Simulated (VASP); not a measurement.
Sc12F (a cell with a defect), 13 atoms in the cell. The cell holds a defect, 13 atoms: a = 6.620 Å, b = 9.930 Å, c = 5.276 Å, α = 90.00°, β = 90.00°, γ = 120.00°. 

```yaml
Program: VASP 6.6.1
Task: single point
Functional: LDA
Potentials_or_basis: VASP PAW LDA potentials, release 64 (Sc_sv, F)
Cutoff: 520 eV
k_mesh: 2 × 1 × 2
Occupations: fermi-dirac, width 0.1 eV
Spin: no spin polarisation
Dipole_correction: no
Further_INCAR_settings: ALGO = Normal; EDIFF = 1e-06; NBANDS = 82
```

Potentials or basis: VASP PAW LDA potentials, release 64 (Sc_sv, F).

Run with:

```bash
$ cat potpaw_LDA.64/Sc_sv/POTCAR potpaw_LDA.64/F/POTCAR > POTCAR
$ mpirun -np 1 vasp_std > vasp.out
```

Hardware: 1 thread of AMD EPYC 7R13, with other jobs on the host.

Estimate the wall time of this run.

Run time: 6.4 min on 1 thread of AMD EPYC 7R13 (shared host), peak memory 0.29 GiB. Counts: scf iterations 20, k points 4.
